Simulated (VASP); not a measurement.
# Ni in VASP: single point with PBE

Aim: the single point of Ni with PBE.

Everything below comes from runs of VASP 6.6.1. Logs are shortened: lines on timing, memory, paths and dates and some standing lists are left out, and cuts for length are marked.

### 1 The cell of the first run

The cell holds a slab with vacuum, 4 atoms: a = 2.489 Å, b = 2.489 Å, c = 21.281 Å, α = 90.00°, β = 90.00°, γ = 90.00°.

### 2 Single point, PBE, collinear spin, ferromagnetic start

The input, INCAR:

```
SYSTEM = Ni
PREC = Accurate
ENCUT = 520
EDIFF = 1E-6
ISMEAR = -1
SIGMA = 0.1
LREAL = .FALSE.
LASPH = .TRUE.
NELM = 150
ALGO = Normal
ISIF = 2
LWAVE = .FALSE.
LCHARG = .TRUE.
ISPIN = 2
MAGMOM = 1 1 1 1
LORBIT = 11
LMAXMIX = 4
LDIPOL = .TRUE.
IDIPOL = 3
DIPOL = 0.5 0.5 0.500
GGA = PE
LELF = .TRUE.
LVHAR = .TRUE.
LVACPOTAV = .TRUE.
NBANDS = 32
```

The input, KPOINTS:

```
Automatic mesh
0
G
  16 16 1
  0 0 0
```

The input, POSCAR:

```
Ni
1.0
    2.4893873964      0.0000000000      0.0000000000
    0.0000000000      2.4893873964      0.0000000000
    0.0000000000      0.0000000000     21.2808000000
Ni
4
Direct
    0.2500000000      0.2500000000      0.3783360471
    0.7500000000      0.7500000000      0.4580019182
    0.2500000000      0.2500000000      0.5419981692
    0.7500000000      0.7500000000      0.6216638649
```

Potentials or basis: VASP PAW PBE potentials, release 64 (Ni).

Command:

```sh
$ cat potpaw_PBE.64/Ni/POTCAR > POTCAR
$ mpirun -np 1 vasp_std > vasp.out
```

OUTCAR:

```text
SYSTEM = Ni
   PREC = Accurate
   ENCUT = 520
   EDIFF = 1E-6
   ISMEAR = -1
   LREAL = .FALSE.
   LASPH = .TRUE.
   NELM = 150
   ISIF = 2
   ISPIN = 2
   LORBIT = 11
   GGA = PE

 ion  position               nearest neighbor table
   1  0.250  0.250  0.378-   2 2.44   2 2.44   2 2.44   2 2.44
   2  0.750  0.750  0.458-   1 2.44   1 2.44   1 2.44   1 2.44   3 2.51   3 2.51   3 2.51   3 2.51

   3  0.250  0.250  0.542-   4 2.44   4 2.44   4 2.44   4 2.44   2 2.51   2 2.51   2 2.51   2 2.51

   4  0.750  0.750  0.622-   3 2.44   3 2.44   3 2.44   3 2.44

  LATTYP: Found a simple tetragonal cell.
 ALAT       =     2.4893873964
 C/A-ratio  =     8.5486092003

  Lattice vectors:

 A1 = (   2.4893873964,   0.0000000000,   0.0000000000)
 A2 = (   0.0000000000,   2.4893873964,   0.0000000000)
 A3 = (   0.0000000000,   0.0000000000,  21.2808000000)

Analysis of symmetry for initial positions (statically):
=====================================================================
 Subroutine PRICEL returns:
 Original cell was already a primitive cell.

 Routine SETGRP: Setting up the symmetry group for a
 simple tetragonal supercell.

 Subroutine GETGRP returns: Found 16 space group operations
 (whereof  4 operations were pure point group operations)
 out of a pool of 16 trial point group operations.

The static configuration has the point symmetry C_2h.
 The point group associated with its full space group is D_4h.

Analysis of symmetry for dynamics (positions and initial velocities):
=====================================================================
 Subroutine PRICEL returns:
 Original cell was already a primitive cell.

 Routine SETGRP: Setting up the symmetry group for a
 simple tetragonal supercell.

 Subroutine GETGRP returns: Found 16 space group operations
 (whereof  4 operations were pure point group operations)
 out of a pool of 16 trial point group operations.

The dynamic configuration has the point symmetry C_2h.
 The point group associated with its full space group is D_4h.

Analysis of structural, dynamic, and magnetic symmetry:
=====================================================================
 Subroutine PRICEL returns:
 Original cell was already a primitive cell.

 Routine SETGRP: Setting up the symmetry group for a
 simple tetragonal supercell.

 Subroutine GETGRP returns: Found 16 space group operations
 (whereof  4 operations were pure point group operations)
 out of a pool of 16 trial point group operations.

The overall configuration has the point symmetry C_2h.
 The point group associated with its full space group is D_4h.

 Subroutine INISYM returns: Found 16 space group operations
 (whereof  4 operations are pure point group operations),
 and found     1 'primitive' translations

----------------------------------------------------------------------------------------

                                     Primitive cell

  volume of cell :     131.8782

  direct lattice vectors                    reciprocal lattice vectors
     2.489387396  0.000000000  0.000000000     0.401705255  0.000000000  0.000000000
     0.000000000  2.489387396  0.000000000     0.000000000  0.401705255  0.000000000
     0.000000000  0.000000000 21.280800000     0.000000000  0.000000000  0.046990715

  length of vectors
     2.489387396  2.489387396 21.280800000     0.401705255  0.401705255  0.046990715

  position of ions in fractional coordinates (direct lattice)
     0.250000000  0.250000000  0.378336047
     0.750000000  0.750000000  0.458001918
     0.250000000  0.250000000  0.541998169
     0.750000000  0.750000000  0.621663865

  ion indices of the primitive-cell ions
   primitive index   ion index
                 1           1
                 2           2
                 3           3
                 4           4

----------------------------------------------------------------------------------------

 KPOINTS: Automatic mesh

Automatic generation of k-mesh.
 Grid dimensions read from file:
 generate k-points for:   16   16    1

 Generating k-lattice:

  Cartesian coordinates                     Fractional coordinates (reciprocal lattice)
     0.025106578  0.000000000  0.000000000     0.062500000  0.000000000  0.000000000
     0.000000000  0.025106578  0.000000000     0.000000000  0.062500000  0.000000000
     0.000000000  0.000000000  0.046990715     0.000000000  0.000000000  1.000000000

  Length of vectors
     0.025106578  0.025106578  0.046990715

  Shift w.r.t. Gamma in fractional coordinates (k-lattice)
     0.000000000  0.000000000  0.000000000

 Subroutine IBZKPT returns following result:
 ===========================================

 Found     45 irreducible k-points:

 Following reciprocal coordinates:
            Coordinates               Weight
  0.000000  0.000000  0.000000      1.000000
  0.062500  0.000000  0.000000      4.000000
  0.125000  0.000000  0.000000      4.000000
  0.187500  0.000000  0.000000      4.000000
  0.250000  0.000000  0.000000      4.000000
  0.312500  0.000000  0.000000      4.000000
[... 16 lines left out ...]
  0.437500  0.125000  0.000000      8.000000
  0.500000  0.125000  0.000000      4.000000
 [... further k-points ...]
   k-points           NKPTS =     45   k-points in BZ     NKDIM =     45   number of bands    NBANDS=     32
   number of dos      NEDOS =    301   number of ions     NIONS =      4
   total plane-waves  NPLWV =  64000
   dimension x,y,z NGX =    20 NGY =   20 NGZ =  160
   dimension x,y,z NGXF=    40 NGYF=   40 NGZF=  320
   ions per type =               4
   NGX,Y,Z   is equivalent  to a cutoff of  13.36, 13.36, 12.50 a.u.
   NGXF,Y,Z  is equivalent  to a cutoff of  26.71, 26.71, 25.00 a.u.
 SYSTEM =  Ni
   PREC   = accura    normal or accurate (medium, high low for compatibility)
   ISTART =      0    job   : 0-new  1-cont  2-samecut
   ICHARG =      2    charge: 1-file 2-atom 10-const
   ISPIN  =      2    spin polarized calculation?
   LNONCOLLINEAR =      F non collinear calculations
   LSORBIT =      F    spin-orbit coupling
   LASPH  =      T    aspherical Exc in radial PAW
   ENCUT  =  520.0 eV  38.22 Ry    6.18 a.u.   4.63  4.63 39.57*2*pi/ulx,y,z
   NELM   =    150;   NELMIN=  2; NELMDL= -5     # of ELM steps
   EDIFF  = 0.1E-05   stopping-criterion for ELM
   LREAL  =      F    real-space projection
   EDIFFG = 0.1E-04   stopping-criterion for IOM
   NSW    =      0    number of steps for IOM
   IBRION =     -1    ionic relax: 0-MD 1-quasi-New 2-CG
   NFREE  =      0    steps in history (QN), initial steepest desc. (CG)
   ISIF   =      2    stress and relaxation
   ISYM   =      2    0-nonsym 1-usesym 2-fastsym
   POTIM  = 0.5000    time-step for ionic-motion
   TEBEG  =    0.0;   TEEND  =   0.0 temperature during run
   PSTRESS=    0.0 pullay stress
   NELECT =      40.0000    total number of electrons
   NUPDOWN=      -1.0000    fix difference up-down
   EMIN   =  10.00;   EMAX   =-10.00  energy-range for DOS
   EFERMI =   0.00;   METHOD = LEGACY
   ISMEAR =    -1;   SIGMA  =   0.10  broadening in eV -4-tet -1-fermi 0-gaus
   EFERMI_NEDOS =   21; number of points for ismear=-14 and -15
   IALGO  =     38    algorithm
   IMIX   =      4    mixing-type and parameters
     AMIX     =   0.40;   BMIX     =  1.00
     AMIX_MAG =   1.60;   BMIX_MAG =  1.00
  volume/ion in A,a.u.               =      32.97       222.49
  Fermi-wavevector in a.u.,A,eV,Ry     =   1.099944  2.078593 16.461369  1.209876
  Thomas-Fermi vector in A             =   2.236347
   LORBIT       =     11    0 simple, 1 ext, 2 COOP (PROOUT), +10 PAW based schemes
   GGA     = PE    functional components
   LHFCALC =     F    Hartree Fock is set to
   AEXX    =    0.0000 exact exchange contribution
   IVDW    =     0    specifies the selected vdW correction
   LEPSILON=     F    determine dielectric tensor
   LRPA    =     F    only Hartree local field effects (RPA)
 spin polarized calculation
  energy-cutoff  :      520.00
  volume of cell :      131.88
 maximum number of plane-waves:      3609
 NGX is ok and might be reduce to    20
   NGX =  9   NGY =  9   NGZ = 79

 number of electron      39.9999971 magnetization       2.6636951

 dipolmoment           0.000000      0.000000     -0.000000 electrons x Angstroem

 Free energy of the ion-electron system (eV)
  ---------------------------------------------------
  ext. energy  EPLUGINS =         0.00000000
  ---------------------------------------------------
  free energy    TOTEN  =       -20.28967082 eV

  energy without entropy =      -20.05155863  energy(sigma->0) =      -20.17061472

 E-fermi :  -0.0957     XC(G=0):  -5.2856

 val. band max:       -0.0959233264   @ k =   0.3125   0.0000   0.0000
 cond. band min:      -0.0921623324   @ k =   0.5000   0.4375   0.0000
 fundamental gap:      0.0037609941
 Fermi energy:        -0.0957469407

 spin component 1

 k-point     1 :       0.0000    0.0000    0.0000
  band No.  band energies     occupation
      1      -8.5019      1.00000
      2      -6.8132      1.00000
      3      -4.8689      1.00000
      4      -4.5880      1.00000
      5      -4.1002      1.00000
      6      -3.6094      1.00000
[... 24 lines left out ...]
     31       9.9100      0.00000
     32      12.6242      0.00000

 k-point     2 :       0.0625    0.0000    0.0000
  band No.  band energies     occupation
      1      -8.4024      1.00000
      2      -6.7220      1.00000
      3      -4.7936      1.00000
      4      -4.5297      1.00000
      5      -4.0689      1.00000
      6      -3.5869      1.00000
[... 24 lines left out ...]
     31       9.9850      0.00000
     32      12.7135      0.00000
[... 733 lines left out ...]
     31       9.9540      0.00000
     32      11.2985      0.00000

 k-point    24 :       0.5000    0.1250    0.0000
  band No.  band energies     occupation
      1      -4.4889      1.00000
      2      -4.4888      1.00000
      3      -3.8666      1.00000
      4      -3.8666      1.00000
      5      -3.0080      1.00000
      6      -3.0080      1.00000
[... 24 lines left out ...]
     31      11.0696      0.00000
     32      11.0696      0.00000

 [... further k-points ...]

 spin component 2

 k-point     1 :       0.0000    0.0000    0.0000
  band No.  band energies     occupation
      1      -8.5294      1.00000
      2      -6.8215      1.00000
      3      -4.7516      1.00000
      4      -4.2674      1.00000
      5      -3.5065      1.00000
      6      -2.9770      1.00000
[... 24 lines left out ...]
     31       9.9221      0.00000
     32      12.5933      0.00000

 k-point     2 :       0.0625    0.0000    0.0000
  band No.  band energies     occupation
      1      -8.4296      1.00000
      2      -6.7288      1.00000
      3      -4.6720      1.00000
      4      -4.2055      1.00000
      5      -3.4762      1.00000
      6      -2.9558      1.00000
[... 24 lines left out ...]
     31       9.9966      0.00000
     32      12.6827      0.00000
[... 733 lines left out ...]
     31       9.9210      0.00000
     32      11.2210      0.00000

 k-point    24 :       0.5000    0.1250    0.0000
  band No.  band energies     occupation
      1      -4.0955      1.00000
      2      -4.0955      1.00000
      3      -3.4839      1.00000
      4      -3.4838      1.00000
      5      -2.4810      1.00000
      6      -2.4810      1.00000
[... 24 lines left out ...]
     31      11.0346      0.00000
     32      11.0346      0.00000

 [... further k-points ...]

------------------------ aborting loop because EDIFF is reached ----------------------------------------

  FORCE on cell =-STRESS in cart. coord.  units (eV):
  Direction    XX          YY          ZZ          XY          YZ          ZX
  --------------------------------------------------------------------------------------
  -------------------------------------------------------------------------------------
  Total       -1.4179790     -1.4179790      0.0056900      0.0000000      0.0000000      0.0000000
  in kB      -17.2269131    -17.2269131      0.0691278      0.0000000      0.0000000      0.0000000
  external PRESSURE =     -11.4615661 kB  Pullay stress =       0.0000000 kB

 VOLUME and BASIS-vectors are now :
 -----------------------------------------------------------------------------
  energy-cutoff  :      520.00
  volume of cell :      131.88
      direct lattice vectors                 reciprocal lattice vectors
     2.489387396  0.000000000  0.000000000     0.401705255  0.000000000  0.000000000
     0.000000000  2.489387396  0.000000000     0.000000000  0.401705255  0.000000000
     0.000000000  0.000000000 21.280800000     0.000000000  0.000000000  0.046990715

 POSITION                                       TOTAL-FORCE (eV/Angst)
 -----------------------------------------------------------------------------------
      0.62235      0.62235      8.05129         0.000000      0.000000     -0.004298
      1.86704      1.86704      9.74665        -0.000000     -0.000000      0.006826
      0.62235      0.62235     11.53415         0.000000     -0.000000     -0.006826
      1.86704      1.86704     13.22950        -0.000000     -0.000000      0.004298
 -----------------------------------------------------------------------------------
    total drift:                               -0.000000      0.000000     -0.000089

  FREE ENERGIE OF THE ION-ELECTRON SYSTEM (eV)
  ---------------------------------------------------
  free  energy   TOTEN  =       -20.2896708182 eV

  energy  without entropy=      -20.0515586279  energy(sigma->0) =      -20.17061472

 vacuum level on the upper side and lower side of the slab         4.770         4.770

 total charge

# of ion       s       p       d       tot
------------------------------------------
    1        0.479   0.351   8.325   9.155
    2        0.498   0.504   8.316   9.318
    3        0.498   0.504   8.316   9.318
    4        0.479   0.351   8.325   9.155
--------------------------------------------------
tot          1.953   1.711  33.283  36.946

 magnetization (x)

# of ion       s       p       d       tot
------------------------------------------
    1       -0.003  -0.018   0.738   0.717
    2       -0.007  -0.024   0.676   0.644
    3       -0.007  -0.024   0.676   0.644
    4       -0.003  -0.018   0.738   0.717
--------------------------------------------------
tot         -0.020  -0.085   2.828   2.723
```

Run time: 12 min. Hardware: 1 thread of Intel Xeon Platinum 8259CL at 2.50GHz (Skylake/Cascade Lake), shared host; peak memory 0.45 GiB.

What came out:

| Item | Value |
| --- | --- |
| Free energy | -20.2897 eV |
| Largest force | 0.007 eV/Å |
| Net moment | 2.66 μB per cell |
| Site moments | Ni +0.72, +0.64 (each value once) μB |
| Valence electrons inside the program's atomic spheres | Ni 9.15, 9.32 (each value once) |

Forces in eV/Å, atoms in the order of the input:
```
Ni   0.000  0.000 -0.004
Ni   0.000  0.000  0.007
Ni   0.000  0.000 -0.007
Ni   0.000  0.000  0.004
```

Levels at points of the mesh, in eV from the Fermi level:
Spin up:
```
           k point  band 18  band 19  band 20  band 21  band 22  band 23  band 24  band 25
(0.00, 0.00, 0.00)    -0.91    -0.91    -0.66    -0.56    -0.53    -0.53     0.23     1.87
(0.50, 0.00, 0.00)    -0.96    -0.62    -0.62     0.60     0.60     1.01     1.01     4.58
(0.50, 0.50, 0.00)    -0.47    -0.22    -0.22     3.48     3.48     5.85     5.85     9.05
```
Spin down:
```tsv
k point	band 14	band 15	band 16	band 17	band 18	band 19	band 20	band 21	band 22	band 23
(0.00, 0.00, 0.00)	-0.90	-0.71	-0.55	-0.29	-0.08	-0.08	0.13	0.20	0.32	0.33
(0.50, 0.00, 0.00)	-1.06	-0.55	-0.55	-0.13	-0.13	0.19	0.19	0.89	0.89	1.47
(0.50, 0.50, 0.00)	-0.05	0.03	0.03	0.35	0.35	0.63	0.63	3.53	3.53	5.98
```
